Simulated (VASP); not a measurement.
Input of a VASP 6.6.1 run:

File INCAR:

```
ALGO = Normal
EDIFF = 1E-6
EDIFFG = -0.03
ENCUT = 520
GGA = PE
IBRION = 2
ISIF = 2
ISMEAR = -1
LASPH = True
LCHARG = False
LREAL = Auto
LUSENCCL = False
LWAVE = False
NELM = 60
NSW = 80
PREC = Accurate
SIGMA = 0.15
```

The input KPOINTS:

```
k-points
0
Gamma
  2 3 1
```

POSCAR

```
BPd16
1.0
    7.7800000000      0.0000000000      0.0000000000
    0.0000000000      5.5012910000      0.0000000000
    0.0000000000      0.0000000000     16.1259680000
Pd B
16 1
Selective dynamics
Direct
    0.2500000000      0.2500000000      0.0620118000  F F F
    0.7500000000      0.2500000000      0.0620118000  F F F
    0.2500000000      0.7500000000      0.0620118000  F F F
    0.7500000000      0.7500000000      0.0620118000  F F F
    0.0000000000      0.0000000000      0.1472980000  T T T
    0.5000000000      0.0000000000      0.1472980000  T T T
    0.0000000000      0.5000000000      0.1472980000  T T T
    0.5000000000      0.5000000000      0.1472980000  T T T
    0.2500000000      0.2500000000      0.2325842000  T T T
    0.7500000000      0.2500000000      0.2325842000  T T T
    0.2500000000      0.7500000000      0.2325842000  T T T
    0.7500000000      0.7500000000      0.2325842000  T T T
    0.0000000000      0.0000000000      0.3178704000  T T T
    0.5000000000      0.0000000000      0.3178704000  T T T
    0.0000000000      0.5000000000      0.3178704000  T T T
    0.5000000000      0.5000000000      0.3178704000  T T T
    0.6668306000      0.8275279000      0.4195697000  T T T
```

Potentials or basis: VASP PAW PBE potentials, release 64 (Pd, B).

The run is started by

```bash
$ cat potpaw_PBE.64/Pd/POTCAR potpaw_PBE.64/B/POTCAR > POTCAR
$ mpirun -np 1 vasp_std > vasp.out
```

**Question.** What does it give for the band gap on the k mesh?

**Answer.** Zero (an odd number of electrons rules out a gap without spin polarisation).

**Question.** Estimate the energy gained by relaxing.

**Answer.** 197.4 meV/atom.

Final structure:
```cif
data_structure
_symmetry_space_group_name_H-M 'P 1'
_symmetry_Int_Tables_number 1
_cell_length_a 7.7800
_cell_length_b 5.5013
_cell_length_c 16.1260
_cell_angle_alpha 90.000
_cell_angle_beta 90.000
_cell_angle_gamma 90.000
_cell_volume 690.19
loop_
_atom_site_label
_atom_site_type_symbol
_atom_site_fract_x
_atom_site_fract_y
_atom_site_fract_z
_atom_site_occupancy
Pd1 Pd 0.25000 0.25000 0.06201 1
Pd2 Pd 0.75000 0.25000 0.06201 1
Pd3 Pd 0.25000 0.75000 0.06201 1
Pd4 Pd 0.75000 0.75000 0.06201 1
Pd5 Pd 0.01364 0.00318 0.14937 1
Pd6 Pd 0.48537 0.00304 0.14960 1
Pd7 Pd 0.01382 0.50159 0.14971 1
Pd8 Pd 0.48531 0.50160 0.14987 1
Pd9 Pd 0.24863 0.25404 0.25124 1
Pd10 Pd 0.74943 0.25431 0.22451 1
Pd11 Pd 0.24833 0.75428 0.25416 1
Pd12 Pd 0.74952 0.75459 0.22099 1
Pd13 Pd 0.95460 0.00521 0.33181 1
Pd14 Pd 0.54136 0.00374 0.33116 1
Pd15 Pd 0.95416 0.50854 0.33179 1
Pd16 Pd 0.54307 0.50709 0.33138 1
B1 B 0.74825 0.75756 0.34788 1
```

Caveat: the k points lie up to 0.40 Å⁻¹ apart, too coarse for converged energies and pressures of a metal; there is no dipole correction, which matters where the two faces differ.
